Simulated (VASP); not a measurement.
# BeTe (F-43m) in VASP: single point with PBE

Aim: the single point of BeTe with PBE.

All numbers are computed with VASP 6.6.1; they aren't measurements. Logs are shortened: lines on timing, memory, paths and dates and some standing lists are left out, and cuts for length are marked.

**1. The cell of the first run**

It takes space group F-43m (No. 216, cubic). Conventional cell: a = 5.540 Å, b = 5.540 Å, c = 5.540 Å, α = 90.00°, β = 90.00°, γ = 90.00°. Within 3.2 Å of Be (site symmetry -43m) lie 4 Te at 2.40 Å. Within 3.2 Å of Te (site symmetry -43m) lie 4 Be at 2.40 Å.

**2. Single point, PBE**

File INCAR:

```
PREC = Accurate
ENCUT = 600
EDIFF = 1E-6
ISMEAR = -1
SIGMA = 0.0816
LREAL = False
LASPH = True
NELM = 120
ALGO = Normal
ISIF = 2
LWAVE = False
LCHARG = False
GGA = PE
NBANDS = 11
GGA_COMPAT = False
```

File KPOINTS:

```
regular mesh
0
Gamma
  8 8 8
```

File POSCAR:

```
BeTe
1.0
    0.0000000000      2.7700000000      2.7700000000
    2.7700000000      0.0000000000      2.7700000000
    2.7700000000      2.7700000000      0.0000000000
Be Te
1 1
Direct
    0.0000000000      0.0000000000      0.0000000000
    0.2500000000      0.2500000000      0.2500000000
```

Potentials or basis: VASP PAW PBE potentials, release 64 (Be, Te).

Launch:

```
> cat potpaw_PBE.64/Be/POTCAR potpaw_PBE.64/Te/POTCAR > POTCAR
> mpirun -np 1 vasp_std > vasp.out
```

OUTCAR:

```text
PREC = Accurate
   ENCUT = 600
   EDIFF = 1E-6
   ISMEAR = -1
   LREAL = False
   LASPH = True
   NELM = 120
   ISIF = 2
   GGA = PE

 ion  position               nearest neighbor table
   1  0.000  0.000  0.000-   2 2.40   2 2.40   2 2.40   2 2.40
   2  0.250  0.250  0.250-   1 2.40   1 2.40   1 2.40   1 2.40

  LATTYP: Found a face centered cubic cell.
 ALAT       =     5.5400000000

  Lattice vectors:

 A1 = (   0.0000000000,   2.7700000000,   2.7700000000)
 A2 = (   2.7700000000,   0.0000000000,   2.7700000000)
 A3 = (   2.7700000000,   2.7700000000,   0.0000000000)

Analysis of symmetry for initial positions (statically):
=====================================================================
 Subroutine PRICEL returns:
 Original cell was already a primitive cell.

 Routine SETGRP: Setting up the symmetry group for a
 face centered cubic supercell.

 Subroutine GETGRP returns: Found 24 space group operations
 (whereof 24 operations were pure point group operations)
 out of a pool of 48 trial point group operations.

The static configuration has the point symmetry T_d .

Analysis of symmetry for dynamics (positions and initial velocities):
=====================================================================
 Subroutine PRICEL returns:
 Original cell was already a primitive cell.

 Routine SETGRP: Setting up the symmetry group for a
 face centered cubic supercell.

 Subroutine GETGRP returns: Found 24 space group operations
 (whereof 24 operations were pure point group operations)
 out of a pool of 48 trial point group operations.

The dynamic configuration has the point symmetry T_d .

 Subroutine INISYM returns: Found 24 space group operations
 (whereof 24 operations are pure point group operations),
 and found     1 'primitive' translations

----------------------------------------------------------------------------------------

                                     Primitive cell

  volume of cell :      42.5079

  direct lattice vectors                    reciprocal lattice vectors
     0.000000000  2.770000000  2.770000000    -0.180505415  0.180505415  0.180505415
     2.770000000  0.000000000  2.770000000     0.180505415 -0.180505415  0.180505415
     2.770000000  2.770000000  0.000000000     0.180505415  0.180505415 -0.180505415

  length of vectors
     3.917371568  3.917371568  3.917371568     0.312644550  0.312644550  0.312644550

  position of ions in fractional coordinates (direct lattice)
     0.000000000  0.000000000  0.000000000
     0.250000000  0.250000000  0.250000000

  ion indices of the primitive-cell ions
   primitive index   ion index
                 1           1
                 2           2

----------------------------------------------------------------------------------------

 KPOINTS: regular mesh

Automatic generation of k-mesh.
 Grid dimensions read from file:
 generate k-points for:    8    8    8

 Generating k-lattice:

  Cartesian coordinates                     Fractional coordinates (reciprocal lattice)
    -0.022563177  0.022563177  0.022563177     0.125000000  0.000000000  0.000000000
     0.022563177 -0.022563177  0.022563177     0.000000000  0.125000000  0.000000000
     0.022563177  0.022563177 -0.022563177     0.000000000  0.000000000  0.125000000

  Length of vectors
     0.039080569  0.039080569  0.039080569

  Shift w.r.t. Gamma in fractional coordinates (k-lattice)
     0.000000000  0.000000000  0.000000000

 Subroutine IBZKPT returns following result:
 ===========================================

 Found     29 irreducible k-points:

 Following reciprocal coordinates:
            Coordinates               Weight
  0.000000  0.000000  0.000000      1.000000
  0.125000  0.000000  0.000000      8.000000
  0.250000  0.000000  0.000000      8.000000
  0.375000  0.000000  0.000000      8.000000
  0.500000  0.000000  0.000000      4.000000
  0.125000  0.125000  0.000000      6.000000
[... 16 lines left out ...]
  0.500000  0.250000  0.125000     48.000000
 -0.375000  0.250000  0.125000     24.000000
 [... further k-points ...]
   k-points           NKPTS =     29   k-points in BZ     NKDIM =     29   number of bands    NBANDS=     11
   number of dos      NEDOS =    301   number of ions     NIONS =      2
   total plane-waves  NPLWV =  32768
   dimension x,y,z NGX =    32 NGY =   32 NGZ =   32
   dimension x,y,z NGXF=    64 NGYF=   64 NGZF=   64
   ions per type =               1   1
   NGX,Y,Z   is equivalent  to a cutoff of  13.58, 13.58, 13.58 a.u.
   NGXF,Y,Z  is equivalent  to a cutoff of  27.16, 27.16, 27.16 a.u.
 SYSTEM =  unknown system
   PREC   = accura    normal or accurate (medium, high low for compatibility)
   ISTART =      0    job   : 0-new  1-cont  2-samecut
   ICHARG =      2    charge: 1-file 2-atom 10-const
   ISPIN  =      1    spin polarized calculation?
   LNONCOLLINEAR =      F non collinear calculations
   LSORBIT =      F    spin-orbit coupling
   LASPH  =      T    aspherical Exc in radial PAW
   ENCUT  =  600.0 eV  44.10 Ry    6.64 a.u.   7.82  7.82  7.82*2*pi/ulx,y,z
   NELM   =    120;   NELMIN=  2; NELMDL= -5     # of ELM steps
   EDIFF  = 0.1E-05   stopping-criterion for ELM
   LREAL  =      F    real-space projection
   EDIFFG = 0.1E-04   stopping-criterion for IOM
   NSW    =      0    number of steps for IOM
   IBRION =     -1    ionic relax: 0-MD 1-quasi-New 2-CG
   NFREE  =      0    steps in history (QN), initial steepest desc. (CG)
   ISIF   =      2    stress and relaxation
   ISYM   =      2    0-nonsym 1-usesym 2-fastsym
   POTIM  = 0.5000    time-step for ionic-motion
   TEBEG  =    0.0;   TEEND  =   0.0 temperature during run
   PSTRESS=    0.0 pullay stress
   NELECT =       8.0000    total number of electrons
   NUPDOWN=      -1.0000    fix difference up-down
   EMIN   =  10.00;   EMAX   =-10.00  energy-range for DOS
   EFERMI =   0.00;   METHOD = LEGACY
   ISMEAR =    -1;   SIGMA  =   0.08  broadening in eV -4-tet -1-fermi 0-gaus
   EFERMI_NEDOS =   21; number of points for ismear=-14 and -15
   IALGO  =     38    algorithm
   IMIX   =      4    mixing-type and parameters
     AMIX     =   0.40;   BMIX     =  1.00
     AMIX_MAG =   1.60;   BMIX_MAG =  1.00
  volume/ion in A,a.u.               =      21.25       143.43
  Fermi-wavevector in a.u.,A,eV,Ry     =   0.938170  1.772885 11.975354  0.880164
  Thomas-Fermi vector in A             =   2.065355
   LORBIT       =      0    0 simple, 1 ext, 2 COOP (PROOUT), +10 PAW based schemes
   GGA     = PE    functional components
   LHFCALC =     F    Hartree Fock is set to
   AEXX    =    0.0000 exact exchange contribution
   IVDW    =     0    specifies the selected vdW correction
   LEPSILON=     F    determine dielectric tensor
   LRPA    =     F    only Hartree local field effects (RPA)
 non-spin polarized calculation
  energy-cutoff  :      600.00
  volume of cell :       42.51
 maximum number of plane-waves:      1433
   NGX = 15   NGY = 15   NGZ = 15

 number of electron       8.0000000 magnetization

 Free energy of the ion-electron system (eV)
  ---------------------------------------------------
  ext. energy  EPLUGINS =         0.00000000
  ---------------------------------------------------
  free energy    TOTEN  =        -7.58482007 eV

  energy without entropy =       -7.58481967  energy(sigma->0) =       -7.58481987

 E-fermi :   6.5906     XC(G=0):  -9.2568

 val. band max:        5.6644964582   @ k =   0.0000   0.0000   0.0000
 cond. band min:       7.5117964241   @ k =   0.5000   0.5000   0.0000
 fundamental gap:      1.8472999660
 Fermi energy:         6.5905633066

 k-point     1 :       0.0000    0.0000    0.0000
  band No.  band energies     occupation
      1      -6.9704      2.00000
      2       5.6645      1.99998
      3       5.6645      1.99998
      4       5.6645      1.99998
      5       9.2286      0.00000
      6       9.2286      0.00000
      7       9.2286      0.00000
      8       9.8556      0.00000
      9      14.0509      0.00000
     10      16.0118      0.00000
     11      16.0118      0.00000

 k-point     2 :       0.1250    0.0000    0.0000
  band No.  band energies     occupation
      1      -6.8118      2.00000
      2       4.2841      2.00000
      3       5.4064      2.00000
      4       5.4064      2.00000
      5       9.2789      0.00000
      6       9.5979      0.00000
      7       9.5979      0.00000
      8      11.0757      0.00000
      9      14.4722      0.00000
     10      15.0171      0.00000
     11      15.0171      0.00000

 k-point     3 :       0.2500    0.0000    0.0000
  band No.  band energies     occupation
      1      -6.3714      2.00000
      2       2.1709      2.00000
      3       4.9333      2.00000
      4       4.9333      2.00000
      5       9.0906      0.00000
      6      10.1512      0.00000
      7      10.1512      0.00000
      8      12.9492      0.00000
      9      14.7394      0.00000
     10      14.7394      0.00000
     11      14.8077      0.00000

 k-point     4 :       0.3750    0.0000    0.0000
  band No.  band energies     occupation
      1      -5.8016      2.00000
      2       0.4857      2.00000
      3       4.5740      2.00000
      4       4.5740      2.00000
      5       8.9316      0.00000
      6      10.2697      0.00000
      7      10.2697      0.00000
      8      13.5353      0.00000
      9      15.7094      0.00000
     10      15.8501      0.00000
     11      15.8501      0.00000
[... 239 lines left out ...]
 k-point    22 :       0.3750    0.2500    0.1250
  band No.  band energies     occupation
      1      -6.0050      2.00000
      2       1.9282      2.00000
      3       3.2459      2.00000
      4       4.3438      2.00000
      5       9.2278      0.00000
      6      10.6820      0.00000
      7      11.0268      0.00000
      8      12.0771      0.00000
      9      14.9054      0.00000
     10      16.4272      0.00000
     11      17.0220      0.00000

 k-point    23 :       0.5000    0.2500    0.1250
  band No.  band energies     occupation
      1      -5.4953      2.00000
      2       0.7894      2.00000
      3       2.6929      2.00000
      4       3.8511      2.00000
      5       9.6986      0.00000
      6      10.4067      0.00000
      7      11.6702      0.00000
      8      12.7178      0.00000
      9      15.6530      0.00000
     10      16.2182      0.00000
     11      18.1219      0.00000

 k-point    24 :      -0.3750    0.2500    0.1250
  band No.  band energies     occupation
      1      -5.2331      2.00000
      2       0.2476      2.00000
      3       2.5866      2.00000
      4       3.6100      2.00000
      5       9.8498      0.00000
      6      10.1084      0.00000
      7      12.4871      0.00000
      8      13.5783      0.00000
      9      14.2612      0.00000
     10      17.3731      0.00000
     11      17.7598      0.00000

 [... further k-points ...]
[... 5 lines left out ...]
  --------------------------------------------------------------------------------------
  -------------------------------------------------------------------------------------
  Total        1.1816122      1.1816122      1.1816122      0.0000000      0.0000000      0.0000000
  in kB       44.5365183     44.5365183     44.5365183      0.0000000      0.0000000      0.0000000
  external PRESSURE =      44.5365183 kB  Pullay stress =       0.0000000 kB

 VOLUME and BASIS-vectors are now :
 -----------------------------------------------------------------------------
  energy-cutoff  :      600.00
  volume of cell :       42.51
      direct lattice vectors                 reciprocal lattice vectors
     0.000000000  2.770000000  2.770000000    -0.180505415  0.180505415  0.180505415
     2.770000000  0.000000000  2.770000000     0.180505415 -0.180505415  0.180505415
     2.770000000  2.770000000  0.000000000     0.180505415  0.180505415 -0.180505415

 POSITION                                       TOTAL-FORCE (eV/Angst)
 -----------------------------------------------------------------------------------
      0.00000      0.00000      0.00000         0.000000      0.000000     -0.000000
      1.38500      1.38500      1.38500        -0.000000     -0.000000      0.000000
 -----------------------------------------------------------------------------------
    total drift:                                0.000000      0.000000      0.000000

  FREE ENERGIE OF THE ION-ELECTRON SYSTEM (eV)
  ---------------------------------------------------
  free  energy   TOTEN  =        -7.5848200667 eV

  energy  without entropy=       -7.5848196739  energy(sigma->0) =       -7.58481987
```

Run time: 25 s. Hardware: 1 thread of Intel Xeon 8259CL, shared host; peak memory 0.18 GiB.

What came out:

```
Free energy            : -7.5848 eV
Pressure               : 4.5 GPa
Band gap on the k mesh : 1.85 eV, indirect (least direct gap 3.56 eV)
```

Caveat: spin-orbit coupling is left out, which moves the levels of the heavy elements.
